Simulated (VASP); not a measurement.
Set up this calculation in VASP 6.6.1, as the native input.

```
Task                   : single point
Functional             : r2SCAN
Potentials or basis    : VASP PAW PBE potentials, release 64 (Co)
Cutoff                 : 520 eV
k mesh                 : 12 × 12 × 7
Occupations            : fermi-dirac, width 0.05 eV
Spin                   : collinear spin, ferromagnetic start
Starting moments       : [2.0, 2.0] μB
Dipole correction      : no
Further INCAR settings : ALGO = Normal; EDIFF = 1e-07; NBANDS = 20
```

Crystal: Co.

```
CELL_PARAMETERS angstrom
2.47200 0.00000 0.00000
-1.23600 2.14081 0.00000
0.00000 0.00000 4.02114
ATOMIC_POSITIONS crystal
Co 0.66667 0.33333 0.75000
Co 0.33333 0.66667 0.25000
```

One way to write it, as run:

POSCAR

```
Co
1.0
    2.4719999032      0.0000000000      0.0000000000
   -1.2359999516      2.1408147143      0.0000000000
    0.0000000000      0.0000000000      4.0211440800
Co
2
Direct
    0.6666666667      0.3333333333      0.7500000000
    0.3333333333      0.6666666667      0.2500000000
```

INCAR.step1

```
PREC = Accurate ; ENCUT = 520
ISMEAR = -1 ; SIGMA = 0.05
LREAL = F ; LASPH = T
NELM = 150 ; ISPIN = 2
MAGMOM = 2 2 ; LMAXMIX = 4
NBANDS = 20 ; GGA = PE
ALGO = Normal ; EDIFF = 1E-4
LWAVE = T ; LCHARG = F
```

INCAR.step2

```
PREC = Accurate ; ENCUT = 520
EDIFF = 1E-7 ; ISMEAR = -1
SIGMA = 0.05 ; LREAL = F
LASPH = T ; NELM = 150
ALGO = Normal ; ISIF = 2
LWAVE = F ; LCHARG = F
ISPIN = 2 ; MAGMOM = 2 2
LORBIT = 11 ; LMAXMIX = 4
METAGGA = R2SCAN ; LMIXTAU = T
NBANDS = 20 ; ISTART = 1
```

KPOINTS

```
regular mesh
0
Gamma
  12 12 7
```

Potentials or basis: VASP PAW PBE potentials, release 64 (Co).

The run is started by

```console
$ cat potpaw_PBE.64/Co/POTCAR > POTCAR
$ cp INCAR.step1 INCAR
$ mpirun -np 1 vasp_std > vasp.out
$ cp INCAR.step2 INCAR
$ mpirun -np 1 vasp_std > vasp.out
```

It gave:

| Property | Result |
| --- | --- |
| Pressure | 0.1 GPa |
| Net moment | 3.54 μB per cell |
| Site moments | Co +1.83 μB |
| Valence electrons inside the program's atomic spheres | Co 8.33 |

Caveat: the PAW data sets were made with another functional, which shifts forces and pressure a little.

Wall time 2.8 min on 1 thread of Intel(R) Xeon(R) 6975P-C (Granite Rapids) (shared host), peak memory 0.17 GiB.
